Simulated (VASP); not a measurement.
# Pt in VASP: single point with PBE

Aim: the single point of Pt with PBE.

All numbers are computed with VASP 6.6.1; they aren't measurements. Logs are shortened: lines on timing, memory, paths and dates and some standing lists are left out, and cuts for length are marked.

### 1 The cell of the first run

The typed cell holds 2 atoms: a = 2.768 Å, b = 2.768 Å, c = 4.803 Å, α = 90.00°, β = 90.00°, γ = 120.73°.

### 2 Single point, PBE (atom 2 moved 0.15 Å, then relaxed in part)

INCAR

```
ALGO     = Fast           # electronic algorithm
EDIFF    = 1E-6           # SCF threshold, eV
ENCUT    = 520            # plane-wave cutoff, eV
GGA      = PE             # functional
ISIF     = 2              # what is computed and relaxed
ISMEAR   = 0              # smearing method
LASPH    = True           # aspherical terms in the spheres
LCHARG   = True           # write CHGCAR
LELF     = True           # ELF
LREAL    = False          # projectors in reciprocal space
LVHAR    = True         
LWAVE    = False          # write WAVECAR
NBANDS   = 17             # bands
NELM     = 100            # most SCF steps
PREC     = Accurate       # precision mode
SIGMA    = 0.15           # smearing width, eV
```

KPOINTS

```
k-points
0
Gamma
  14 14 8
```

POSCAR

```
Pt
1.0
   -1.7011589801      1.7012983738      1.3685879245
    1.7011597920     -1.7012975398      1.3685879024
    3.3964048271      3.3966819686      0.0000016460
Pt
2
Direct
    0.0000046415     -0.0000045874      0.0000000469
    0.4999953585      0.5000045874      0.4999999531
```

Potentials or basis: VASP PAW PBE potentials, release 64 (Pt).

The run is started by

```console
$ cat potpaw_PBE.64/Pt/POTCAR > POTCAR
$ mpirun -np 1 vasp_std > vasp.out
```

OUTCAR:

```text
EDIFF = 1E-6
   ENCUT = 520
   GGA = PE
   ISIF = 2
   ISMEAR = 0
   LASPH = True
   LREAL = False
   NELM = 100
   PREC = Accurate

 ion  position               nearest neighbor table
   1  0.000  1.000  0.000-   2 2.76   2 2.76   2 2.76   2 2.76   2 3.40   2 3.40   2 3.40   2 3.40

   2  0.500  0.500  0.500-   1 2.76   1 2.76   1 2.76   1 2.76   1 3.40   1 3.40   1 3.40   1 3.40

  LATTYP: Found a base centered monoclinic cell.
 ALAT       =     4.8118013236
 B/A-ratio  =     0.5688463930
 C/A-ratio  =     0.9982618607
 COS(beta)  =    -0.0000815242

  Lattice vectors:

 A1 = (   1.7011597920,  -1.7012975398,   1.3685879024)
 A2 = (   1.7011589801,  -1.7012983738,  -1.3685879245)
 A3 = (   3.3964048271,   3.3966819686,   0.0000016460)

Analysis of symmetry for initial positions (statically):
=====================================================================
 Subroutine PRICEL returns:
 Original cell was already a primitive cell.

 Routine SETGRP: Setting up the symmetry group for a
 base centered monoclinic supercell.

 Subroutine GETGRP returns: Found  4 space group operations
 (whereof  2 operations were pure point group operations)
 out of a pool of  4 trial point group operations.

The static configuration has the point symmetry C_1h.
 The point group associated with its full space group is C_2h.

Analysis of symmetry for dynamics (positions and initial velocities):
=====================================================================
 Subroutine PRICEL returns:
 Original cell was already a primitive cell.

 Routine SETGRP: Setting up the symmetry group for a
 base centered monoclinic supercell.

 Subroutine GETGRP returns: Found  4 space group operations
 (whereof  2 operations were pure point group operations)
 out of a pool of  4 trial point group operations.

The dynamic configuration has the point symmetry C_1h.
 The point group associated with its full space group is C_2h.

 Subroutine INISYM returns: Found  4 space group operations
 (whereof  2 operations are pure point group operations),
 and found     1 'primitive' translations

----------------------------------------------------------------------------------------

                                     Primitive cell

  volume of cell :      31.6324

  direct lattice vectors                    reciprocal lattice vectors
    -1.701158980  1.701298374  1.368587925    -0.146958697  0.146946529  0.365340066
     1.701159792 -1.701297540  1.368587902     0.146958522 -0.146946708  0.365340068
     3.396404827  3.396681969  0.000001646     0.147214478  0.147202488 -0.000000089

  length of vectors
     2.767921773  2.767921748  4.803437742     0.420313579  0.420313583  0.208184233

  position of ions in fractional coordinates (direct lattice)
     0.000004641  0.999995413  0.000000047
     0.499995359  0.500004587  0.499999953

  ion indices of the primitive-cell ions
   primitive index   ion index
                 1           1
                 2           2

----------------------------------------------------------------------------------------

 KPOINTS: k-points

Automatic generation of k-mesh.
 Grid dimensions read from file:
 generate k-points for:   14   14    8

 Generating k-lattice:

  Cartesian coordinates                     Fractional coordinates (reciprocal lattice)
    -0.010497050  0.010496181  0.026095719     0.071428571  0.000000000 -0.000000000
     0.010497037 -0.010496193  0.026095719    -0.000000000  0.071428571  0.000000000
     0.018401810  0.018400311 -0.000000011    -0.000000000  0.000000000  0.125000000

  Length of vectors
     0.030022398  0.030022399  0.026023029

  Shift w.r.t. Gamma in fractional coordinates (k-lattice)
     0.000000000  0.000000000  0.000000000

 Subroutine IBZKPT returns following result:
 ===========================================

 Found    429 irreducible k-points:

 Following reciprocal coordinates:
            Coordinates               Weight
  0.000000  0.000000  0.000000      1.000000
  0.071429  0.000000  0.000000      4.000000
  0.142857  0.000000 -0.000000      4.000000
  0.214286  0.000000  0.000000      4.000000
  0.285714 -0.000000 -0.000000      4.000000
  0.357143  0.000000 -0.000000      4.000000
[... 16 lines left out ...]
  0.214286  0.142857  0.000000      4.000000
  0.285714  0.142857 -0.000000      4.000000
 [... further k-points ...]
   k-points           NKPTS =    429   k-points in BZ     NKDIM =    429   number of bands    NBANDS=     17
   number of dos      NEDOS =    301   number of ions     NIONS =      2
   total plane-waves  NPLWV =  20736
   dimension x,y,z NGX =    24 NGY =   24 NGZ =   36
   dimension x,y,z NGXF=    48 NGYF=   48 NGZF=   72
   ions per type =               2
   NGX,Y,Z   is equivalent  to a cutoff of  14.41, 14.41, 12.46 a.u.
   NGXF,Y,Z  is equivalent  to a cutoff of  28.83, 28.83, 24.92 a.u.
 SYSTEM =  unknown system
   PREC   = accura    normal or accurate (medium, high low for compatibility)
   ISTART =      0    job   : 0-new  1-cont  2-samecut
   ICHARG =      2    charge: 1-file 2-atom 10-const
   ISPIN  =      1    spin polarized calculation?
   LNONCOLLINEAR =      F non collinear calculations
   LSORBIT =      F    spin-orbit coupling
   LASPH  =      T    aspherical Exc in radial PAW
   ENCUT  =  520.0 eV  38.22 Ry    6.18 a.u.   5.15  5.15  8.93*2*pi/ulx,y,z
   NELM   =    100;   NELMIN=  2; NELMDL= -5     # of ELM steps
   EDIFF  = 0.1E-05   stopping-criterion for ELM
   LREAL  =      F    real-space projection
   EDIFFG = 0.1E-04   stopping-criterion for IOM
   NSW    =      0    number of steps for IOM
   IBRION =     -1    ionic relax: 0-MD 1-quasi-New 2-CG
   NFREE  =      0    steps in history (QN), initial steepest desc. (CG)
   ISIF   =      2    stress and relaxation
   ISYM   =      2    0-nonsym 1-usesym 2-fastsym
   POTIM  = 0.5000    time-step for ionic-motion
   TEBEG  =    0.0;   TEEND  =   0.0 temperature during run
   PSTRESS=    0.0 pullay stress
   NELECT =      20.0000    total number of electrons
   NUPDOWN=      -1.0000    fix difference up-down
   EMIN   =  10.00;   EMAX   =-10.00  energy-range for DOS
   EFERMI =   0.00;   METHOD = LEGACY
   ISMEAR =     0;   SIGMA  =   0.15  broadening in eV -4-tet -1-fermi 0-gaus
   EFERMI_NEDOS =   21; number of points for ismear=-14 and -15
   IALGO  =     68    algorithm
   IMIX   =      4    mixing-type and parameters
     AMIX     =   0.40;   BMIX     =  1.00
     AMIX_MAG =   1.60;   BMIX_MAG =  1.00
  volume/ion in A,a.u.               =      15.82       106.73
  Fermi-wavevector in a.u.,A,eV,Ry     =   1.405100  2.655254 26.862074  1.974307
  Thomas-Fermi vector in A             =   2.527595
   LORBIT       =      0    0 simple, 1 ext, 2 COOP (PROOUT), +10 PAW based schemes
   GGA     = PE    functional components
   LHFCALC =     F    Hartree Fock is set to
   AEXX    =    0.0000 exact exchange contribution
   IVDW    =     0    specifies the selected vdW correction
   LEPSILON=     F    determine dielectric tensor
   LRPA    =     F    only Hartree local field effects (RPA)
 non-spin polarized calculation
 RMM-DIIS sequential band-by-band and
 Gauss-broadening in eV      SIGMA  =   0.15
  energy-cutoff  :      520.00
  volume of cell :       31.63
 maximum number of plane-waves:       864
 NGX is ok and might be reduce to    24
   NGX = 11   NGY = 11   NGZ = 17

 number of electron      20.0000004 magnetization

 Free energy of the ion-electron system (eV)
  ---------------------------------------------------
  ext. energy  EPLUGINS =         0.00000000
  ---------------------------------------------------
  free energy    TOTEN  =       -12.20104512 eV

  energy without entropy =      -12.17817346  energy(sigma->0) =      -12.18960929

 E-fermi :  10.3158     XC(G=0): -13.1921

 val. band max:       10.3156075262   @ k =  -0.0000  -0.0000   0.2500
 cond. band min:      10.3178712774   @ k =  -0.2143   0.1429   0.0000
 fundamental gap:      0.0022637512
 Fermi energy:        10.3157548766

 k-point     1 :       0.0000    0.0000    0.0000
  band No.  band energies     occupation
      1       0.6811      2.00000
      2       3.2933      2.00000
      3       5.6544      2.00000
      4       6.9044      2.00000
      5       7.1809      2.00000
      6       7.2838      2.00000
[... 9 lines left out ...]
     16      25.9196      0.00000
     17      29.8832      0.00000

 k-point     2 :       0.0714    0.0000    0.0000
  band No.  band energies     occupation
      1       0.8702      2.00000
      2       3.4801      2.00000
      3       5.7199      2.00000
      4       6.8164      2.00000
      5       7.2819      2.00000
      6       7.3749      2.00000
[... 9 lines left out ...]
     16      26.2541      0.00000
     17      29.2446      0.00000

 k-point     3 :       0.1429    0.0000   -0.0000
  band No.  band energies     occupation
      1       1.4167      2.00000
      2       4.0061      2.00000
      3       5.8522      2.00000
      4       6.5098      2.00000
      5       7.2922      2.00000
      6       7.4376      2.00000
[... 9 lines left out ...]
     16      27.1991      0.00000
     17      28.0788      0.00000

 k-point     4 :       0.2143    0.0000    0.0000
  band No.  band energies     occupation
      1       2.2484      2.00000
      2       4.7143      2.00000
      3       5.8638      2.00000
      4       6.1691      2.00000
      5       6.7785      2.00000
      6       6.9029      2.00000
[... 9 lines left out ...]
     16      27.7221      0.00000
     17      27.9731      0.00000
[... 343 lines left out ...]
      1       2.7698      2.00000
      2       5.2242      2.00000
      3       5.9174      2.00000
      4       6.5503      2.00000
      5       6.5510      2.00000
      6       6.7661      2.00000
[... 9 lines left out ...]
     16      27.4753      0.00000
     17      29.8710      0.00000

 k-point    23 :       0.2143    0.1429    0.0000
  band No.  band energies     occupation
      1       3.7276      2.00000
      2       5.4400      2.00000
      3       6.0094      2.00000
      4       6.0972      2.00000
      5       6.4142      2.00000
      6       6.5206      2.00000
[... 9 lines left out ...]
     16      26.6903      0.00000
     17      27.4271      0.00000

 k-point    24 :       0.2857    0.1429   -0.0000
  band No.  band energies     occupation
      1       4.5411      2.00000
      2       5.1331      2.00000
      3       5.6466      2.00000
      4       6.2923      2.00000
      5       6.3675      2.00000
      6       6.6893      2.00000
[... 9 lines left out ...]
     16      24.5183      0.00000
     17      25.6399      0.00000

 [... further k-points ...]
[... 5 lines left out ...]
  --------------------------------------------------------------------------------------
  -------------------------------------------------------------------------------------
  Total       -0.0939101     -0.0941411     -0.0966934      0.0022074     -0.0000001     -0.0000001
  in kB       -4.7565329     -4.7682335     -4.8975039      0.1118050     -0.0000026     -0.0000026
  external PRESSURE =      -4.8074235 kB  Pullay stress =       0.0000000 kB

 VOLUME and BASIS-vectors are now :
 -----------------------------------------------------------------------------
  energy-cutoff  :      520.00
  volume of cell :       31.63
      direct lattice vectors                 reciprocal lattice vectors
    -1.701158980  1.701298374  1.368587925    -0.146958697  0.146946529  0.365340066
     1.701159792 -1.701297540  1.368587902     0.146958522 -0.146946708  0.365340068
     3.396404827  3.396681969  0.000001646     0.147214478  0.147202488 -0.000000089

 POSITION                                       TOTAL-FORCE (eV/Angst)
 -----------------------------------------------------------------------------------
      1.70114     -1.70128      1.36859         0.000018     -0.000033     -0.000000
      1.69822      1.69833      1.36859        -0.000018      0.000033      0.000000
 -----------------------------------------------------------------------------------
    total drift:                                0.000005     -0.000005     -0.000001

  FREE ENERGIE OF THE ION-ELECTRON SYSTEM (eV)
  ---------------------------------------------------
  free  energy   TOTEN  =       -12.2010451153 eV

  energy  without entropy=      -12.1781734567  energy(sigma->0) =      -12.18960929
```

Run time: 70 s. Hardware: 1 thread of Intel Xeon 6975P-C (Granite Rapids), shared host; peak memory 0.3 GiB.

Results:

```yaml
Free_energy: -12.2010 eV
Pressure: -0.5 GPa
Band_gap_on_the_k_mesh: zero (band 10 reaches 10.94 eV, above the bottom of band 11 at 9.16 eV)
```

Caveat: the cell differs from its parent crystal (atom 2 moved 0.15 Å, then relaxed in part); spin-orbit coupling is left out, which moves the levels of the heavy elements.
